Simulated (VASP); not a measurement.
# SiC in VASP: relaxation of the atoms with r2SCAN

Aim: the relaxation of the atoms of SiC with r2SCAN.

Program: VASP 6.6.1. These are calculated values, not measurements. Logs are shortened: lines on timing, memory, paths and dates and some standing lists are left out, and cuts for length are marked.

**1. The cell of the first run**

The cell holds a slab with vacuum, 12 atoms: a = 3.080 Å, b = 3.080 Å, c = 26.980 Å, α = 90.00°, β = 90.00°, γ = 90.00°.

**2. Relaxation of the atoms, r2SCAN**

POSCAR reads:

```
SiC
1.0
    3.0803621781      0.0000000000      0.0000000000
    0.0000000000      3.0803621781      0.0000000000
    0.0000000000      0.0000000000     26.9797974155
C Si
6 6
Direct
    0.0000000000      0.5000000000      0.2779857789
    0.5000000000      0.0000000000      0.3587182230
    0.0000000000      0.5000000000      0.4394506670
    0.5000000000      0.0000000000      0.5201831110
    0.0000000000      0.5000000000      0.6009155550
    0.5000000000      0.0000000000      0.6816479991
    0.5000000000      0.5000000000      0.3183520009
    0.0000000000      0.0000000000      0.3990844450
    0.5000000000      0.5000000000      0.4798168890
    0.0000000000      0.0000000000      0.5605493330
    0.5000000000      0.5000000000      0.6412817770
    0.0000000000      0.0000000000      0.7220142211
```

INCAR.step1 reads:

```
ALGO = Normal
DIPOL = 0.5 0.5 0.500
EDIFF = 1E-4
ENCUT = 520
GGA = PE
IDIPOL = 3
ISMEAR = 0
KPAR = 4
LASPH = True
LCHARG = False
LDIPOL = True
LREAL = False
LWAVE = True
NELM = 100
PREC = Accurate
SIGMA = 0.05
```

INCAR.step2 reads:

```
ALGO = Normal
DIPOL = 0.5 0.5 0.500
EDIFF = 1E-7
EDIFFG = -0.02
ENCUT = 520
IBRION = 2
IDIPOL = 3
ISIF = 2
ISMEAR = 0
ISTART = 1
KPAR = 4
LASPH = True
LCHARG = False
LDIPOL = True
LMIXTAU = True
LREAL = False
LWAVE = False
METAGGA = R2SCAN
NELM = 100
NSW = 80
PREC = Accurate
SIGMA = 0.05
```

KPOINTS reads:

```
k-points
0
Gamma
  9 9 1
```

Potentials or basis: VASP PAW PBE potentials, release 64 (C, Si).

On the command line:

```sh
> cat potpaw_PBE.64/C/POTCAR potpaw_PBE.64/Si/POTCAR > POTCAR
> cp INCAR.step1 INCAR
> mpirun -np 4 vasp_std > vasp.out
> cp INCAR.step2 INCAR
> mpirun -np 4 vasp_std > vasp.out
```

OUTCAR:

```text
EDIFF = 1E-7
   EDIFFG = -0.02
   ENCUT = 520
   IBRION = 2
   ISIF = 2
   ISMEAR = 0
   ISTART = 1
   LASPH = True
   LREAL = False
   METAGGA = R2SCAN
   NELM = 100
   NSW = 80
   PREC = Accurate

 ion  position               nearest neighbor table
   1  0.000  0.500  0.278-   7 1.89   7 1.89
   2  0.500  0.000  0.359-   8 1.89   8 1.89   7 1.89   7 1.89
   3  0.000  0.500  0.439-   9 1.89   9 1.89   8 1.89   8 1.89
   4  0.500  0.000  0.520-  10 1.89  10 1.89   9 1.89   9 1.89
   5  0.000  0.500  0.601-  10 1.89  11 1.89  10 1.89  11 1.89
   6  0.500  0.000  0.682-  12 1.89  12 1.89  11 1.89  11 1.89
   7  0.500  0.500  0.318-   1 1.89   1 1.89   2 1.89   2 1.89   8 3.08   8 3.08   8 3.08   8 3.08

   8  0.000  0.000  0.399-   2 1.89   3 1.89   3 1.89   2 1.89   9 3.08   9 3.08   9 3.08   9 3.08
                             7 3.08   7 3.08   7 3.08   7 3.08
   9  0.500  0.500  0.480-   3 1.89   3 1.89   4 1.89   4 1.89   8 3.08   8 3.08  10 3.08  10 3.08
                             8 3.08  10 3.08   8 3.08  10 3.08
  10  0.000  0.000  0.561-   4 1.89   4 1.89   5 1.89   5 1.89   9 3.08   9 3.08   9 3.08   9 3.08
                            11 3.08  11 3.08  11 3.08  11 3.08
  11  0.500  0.500  0.641-   5 1.89   5 1.89   6 1.89   6 1.89  10 3.08  10 3.08  10 3.08  10 3.08
                            12 3.08  12 3.08  12 3.08  12 3.08
  12  0.000  0.000  0.722-   6 1.89   6 1.89  11 3.08  11 3.08  11 3.08  11 3.08

  LATTYP: Found a simple tetragonal cell.
 ALAT       =     3.0803621781
 C/A-ratio  =     8.7586445540

  Lattice vectors:

 A1 = (   3.0803621781,   0.0000000000,   0.0000000000)
 A2 = (   0.0000000000,   3.0803621781,   0.0000000000)
 A3 = (   0.0000000000,   0.0000000000,  26.9797974155)

Analysis of symmetry for initial positions (statically):
=====================================================================
 Subroutine PRICEL returns:
 Original cell was already a primitive cell.

 Routine SETGRP: Setting up the symmetry group for a
 simple tetragonal supercell.

 Subroutine GETGRP returns: Found  4 space group operations
 (whereof  4 operations were pure point group operations)
 out of a pool of 16 trial point group operations.

The static configuration has the point symmetry C_2v.

Analysis of symmetry for dynamics (positions and initial velocities):
=====================================================================
 Subroutine PRICEL returns:
 Original cell was already a primitive cell.

 Routine SETGRP: Setting up the symmetry group for a
 simple tetragonal supercell.

 Subroutine GETGRP returns: Found  4 space group operations
 (whereof  4 operations were pure point group operations)
 out of a pool of 16 trial point group operations.

The dynamic configuration has the point symmetry C_2v.

 Subroutine INISYM returns: Found  4 space group operations
 (whereof  4 operations are pure point group operations),
 and found     1 'primitive' translations

----------------------------------------------------------------------------------------

                                     Primitive cell

  volume of cell :     256.0013

  direct lattice vectors                    reciprocal lattice vectors
     3.080362178  0.000000000  0.000000000     0.324637150  0.000000000  0.000000000
     0.000000000  3.080362178  0.000000000     0.000000000  0.324637150  0.000000000
     0.000000000  0.000000000 26.979797415     0.000000000  0.000000000  0.037064771

  length of vectors
     3.080362178  3.080362178 26.979797415     0.324637150  0.324637150  0.037064771

  position of ions in fractional coordinates (direct lattice)
     0.000000000  0.500000000  0.277985779
     0.500000000  0.000000000  0.358718223
     0.000000000  0.500000000  0.439450667
     0.500000000  0.000000000  0.520183111
     0.000000000  0.500000000  0.600915555
     0.500000000  0.000000000  0.681647999
     0.500000000  0.500000000  0.318352001
     0.000000000  0.000000000  0.399084445
     0.500000000  0.500000000  0.479816889
     0.000000000  0.000000000  0.560549333
     0.500000000  0.500000000  0.641281777
     0.000000000  0.000000000  0.722014221
[... 39 lines left out ...]

 Found     25 irreducible k-points:

 Following reciprocal coordinates:
            Coordinates               Weight
  0.000000  0.000000  0.000000      1.000000
  0.111111  0.000000  0.000000      2.000000
  0.000000  0.111111  0.000000      2.000000
  0.222222  0.000000  0.000000      2.000000
  0.000000  0.222222  0.000000      2.000000
  0.333333  0.000000  0.000000      2.000000
[... 16 lines left out ...]
  0.444444  0.333333  0.000000      4.000000
 -0.333333  0.444444  0.000000      4.000000
   k-points           NKPTS =     25   k-points in BZ     NKDIM =     25   number of bands    NBANDS=     31
   number of dos      NEDOS =    301   number of ions     NIONS =     12
   total plane-waves  NPLWV = 120960
   dimension x,y,z NGX =    24 NGY =   24 NGZ =  210
   dimension x,y,z NGXF=    48 NGYF=   48 NGZF=  420
   ions per type =               6   6
   NGX,Y,Z   is equivalent  to a cutoff of  12.95, 12.95, 12.94 a.u.
   NGXF,Y,Z  is equivalent  to a cutoff of  25.91, 25.91, 25.88 a.u.
 SYSTEM =  unknown system
   PREC   = accura    normal or accurate (medium, high low for compatibility)
   ISTART =      1    job   : 0-new  1-cont  2-samecut
   ICHARG =      0    charge: 1-file 2-atom 10-const
   ISPIN  =      1    spin polarized calculation?
   LNONCOLLINEAR =      F non collinear calculations
   LSORBIT =      F    spin-orbit coupling
   LASPH  =      T    aspherical Exc in radial PAW
   ENCUT  =  520.0 eV  38.22 Ry    6.18 a.u.   5.73  5.73 50.16*2*pi/ulx,y,z
   NELM   =    100;   NELMIN=  2; NELMDL=  0     # of ELM steps
   EDIFF  = 0.1E-06   stopping-criterion for ELM
   LREAL  =      F    real-space projection
   EDIFFG = -.2E-01   stopping-criterion for IOM
   NSW    =     80    number of steps for IOM
   IBRION =      2    ionic relax: 0-MD 1-quasi-New 2-CG
   NFREE  =      1    steps in history (QN), initial steepest desc. (CG)
   ISIF   =      2    stress and relaxation
   ISYM   =      2    0-nonsym 1-usesym 2-fastsym
   POTIM  = 0.5000    time-step for ionic-motion
   TEBEG  =    0.0;   TEEND  =   0.0 temperature during run
   PSTRESS=    0.0 pullay stress
   NELECT =      48.0000    total number of electrons
   NUPDOWN=      -1.0000    fix difference up-down
   EMIN   =  10.00;   EMAX   =-10.00  energy-range for DOS
   EFERMI =   0.00;   METHOD = LEGACY
   ISMEAR =     0;   SIGMA  =   0.05  broadening in eV -4-tet -1-fermi 0-gaus
   EFERMI_NEDOS =   21; number of points for ismear=-14 and -15
   IALGO  =     38    algorithm
   IMIX   =      4    mixing-type and parameters
     AMIX     =   0.40;   BMIX     =  1.00
     AMIX_MAG =   1.60;   BMIX_MAG =  1.00
  volume/ion in A,a.u.               =      21.33       143.97
  Fermi-wavevector in a.u.,A,eV,Ry     =   0.937003  1.770680 11.945580  0.877975
  Thomas-Fermi vector in A             =   2.064070
   LORBIT       =      0    0 simple, 1 ext, 2 COOP (PROOUT), +10 PAW based schemes
   METAGGA = R2SCAN    functional components
   LHFCALC =     F    Hartree Fock is set to
   AEXX    =    0.0000 exact exchange contribution
   IVDW    =     0    specifies the selected vdW correction
   LEPSILON=     F    determine dielectric tensor
   LRPA    =     F    only Hartree local field effects (RPA)
 conjugate gradient relaxation of ions
 non-spin polarized calculation
 Gauss-broadening in eV      SIGMA  =   0.05
  energy-cutoff  :      520.00
  volume of cell :      256.00
 maximum number of plane-waves:      6934
   NGX = 11   NGY = 11   NGZ =101

--------------------------------------- Ionic step        1  -------------------------------------------

 number of electron      47.9999997 magnetization

 Free energy of the ion-electron system (eV)
  ---------------------------------------------------
  ext. energy  EPLUGINS =         0.00000000
  ---------------------------------------------------
  free energy    TOTEN  =      -109.32547650 eV

  energy without entropy =     -109.32220609  energy(sigma->0) =     -109.32384130

------------------------ aborting loop because EDIFF is reached ----------------------------------------

  FORCE on cell =-STRESS in cart. coord.  units (eV):
  Direction    XX          YY          ZZ          XY          YZ          ZX
  --------------------------------------------------------------------------------------
  -------------------------------------------------------------------------------------
  Total        1.1217217     -6.1579482     -2.3761481      0.0000000      0.0000000      0.0000000
  in kB        7.0202640    -38.5393481    -14.8710571      0.0000000      0.0000000      0.0000000
  external PRESSURE =     -15.4633804 kB  Pullay stress =       0.0000000 kB
[... 119 lines left out ...]
  FREE ENERGIE OF THE ION-ELECTRON SYSTEM (eV)
  ---------------------------------------------------
  free  energy   TOTEN  =      -109.4807859374 eV

  energy  without entropy=     -109.4780863689  energy(sigma->0) =     -109.47943615

[... ionic steps 4 to 17 ...]

--------------------------------------- Ionic step       18  -------------------------------------------

 number of electron      47.9999996 magnetization

------------------------ aborting loop because EDIFF is reached ----------------------------------------
[... 87 lines left out ...]
--------------------------------------- Ionic step       20  -------------------------------------------

 number of electron      47.9999996 magnetization

 dipolmoment           0.000000      0.000000     -0.069652 electrons x Angstroem

 Free energy of the ion-electron system (eV)
  ---------------------------------------------------
  ext. energy  EPLUGINS =         0.00000000
  ---------------------------------------------------
  free energy    TOTEN  =      -109.51593090 eV

  energy without entropy =     -109.51205522  energy(sigma->0) =     -109.51399306

 E-fermi :   0.6670     XC(G=0):  -6.4702

 val. band max:        0.6585068723   @ k =   0.1111   0.1111   0.0000
 cond. band min:       0.6703389978   @ k =   0.2222   0.0000   0.0000
 fundamental gap:      0.0118321255
 Fermi energy:         0.6670084666

 k-point     1 :       0.0000    0.0000    0.0000
  band No.  band energies     occupation
      1     -15.8015      2.00000
      2     -15.2875      2.00000
      3     -14.4665      2.00000
      4     -13.3597      2.00000
      5     -12.0505      2.00000
      6     -10.5312      2.00000
[... 805 lines left out ...]
     30       5.3097      0.00000
     31       6.0852      0.00000

 [... further k-points ...]

------------------------ aborting loop because EDIFF is reached ----------------------------------------

 vacuum level on the upper side and lower side of the slab       (xc-potential included)        -0.649         0.648

  FORCE on cell =-STRESS in cart. coord.  units (eV):
  Direction    XX          YY          ZZ          XY          YZ          ZX
  --------------------------------------------------------------------------------------
  -------------------------------------------------------------------------------------
  Total        3.8379570     -6.0283452     -0.0361164      0.0000000      0.0000000      0.0000000
  in kB       24.0197472    -37.7282315     -0.2260333      0.0000000      0.0000000      0.0000000
  external PRESSURE =      -4.6448392 kB  Pullay stress =       0.0000000 kB
[... 27 lines left out ...]
  FREE ENERGIE OF THE ION-ELECTRON SYSTEM (eV)
  ---------------------------------------------------
  free  energy   TOTEN  =      -109.5159308990 eV

  energy  without entropy=     -109.5120552249  energy(sigma->0) =     -109.51399306

 reached required accuracy - stopping structural energy minimisation

 vacuum level on the upper side and lower side of the slab         6.645         7.968
```

Wall time 54 min (4 MPI ranks of Intel Xeon 6975P-C (Granite Rapids), shared host); peak memory 0.51 GiB.

What came out:

```yaml
Free_energy: -109.5159 eV
Energy_gained_by_relaxing: 15.9 meV/atom
Ionic_steps: 20
Largest_force_after_relaxing: 0.009 eV/Å
Band_gap_on_the_k_mesh: zero (bands 24 and 25 overlap by 0.51 eV)
```

Forces on the atoms (eV/Å):
```
C    0.000  0.000  0.003
C    0.000  0.000  0.002
C    0.000  0.000  0.005
C    0.000  0.000  0.006
C    0.000  0.000 -0.005
C    0.000  0.000  0.009
Si   0.000  0.000  0.000
Si   0.000  0.000 -0.004
Si   0.000  0.000 -0.008
Si   0.000  0.000 -0.003
Si   0.000  0.000 -0.008
Si   0.000  0.000  0.003
```

Step by step:
| step | energy change (eV) | largest force (eV/Å) | pressure (GPa) |
| --- | --- | --- | --- |
| 1 | 0.0000 | 2.0927 | -1.55 |
| 2 | -0.1256 | 1.4024 | -0.94 |
| 3 | -0.1553 | 0.6953 | -1.20 |
| 4 | -0.1783 | 0.3139 | -0.99 |
| 5 | -0.1785 | 0.3323 | -0.97 |
| 6 | -0.1841 | 0.1974 | -0.87 |
| 7 | -0.1843 | 0.1846 | -0.89 |
| 8 | -0.1871 | 0.1129 | -0.83 |
| 9 | -0.1873 | 0.1148 | -0.80 |
| 10 | -0.1884 | 0.1135 | -0.75 |
| 11 | -0.1884 | 0.1062 | -0.75 |
| 12 | -0.1892 | 0.0532 | -0.72 |
| 13 | -0.1892 | 0.0668 | -0.70 |
| 14 | -0.1896 | 0.0419 | -0.68 |
| 15 | -0.1897 | 0.0453 | -0.66 |
| 16 | -0.1899 | 0.0448 | -0.62 |
| 17 | -0.1900 | 0.0487 | -0.62 |
| 18 | -0.1902 | 0.0479 | -0.58 |
| 19 | -0.1903 | 0.0507 | -0.52 |
| 20 | -0.1905 | 0.0090 | -0.46 |

Final structure:
```
C Si
1.0
     3.08036    0.00000    0.00000
     0.00000    3.08036    0.00000
     0.00000    0.00000   26.97980
C Si
6 6
Direct
  0.00000 0.50000 0.28362
  0.50000 0.00000 0.35883
  0.00000 0.50000 0.43900
  0.50000 0.00000 0.51971
  0.00000 0.50000 0.60040
  0.50000 0.00000 0.68071
  0.50000 0.50000 0.31766
  0.00000 0.00000 0.39836
  0.50000 0.50000 0.47928
  0.00000 0.00000 0.56001
  0.50000 0.50000 0.64062
  0.00000 0.00000 0.72180
```

Caveat: the PAW data sets were made with another functional, which shifts forces and pressure a little.
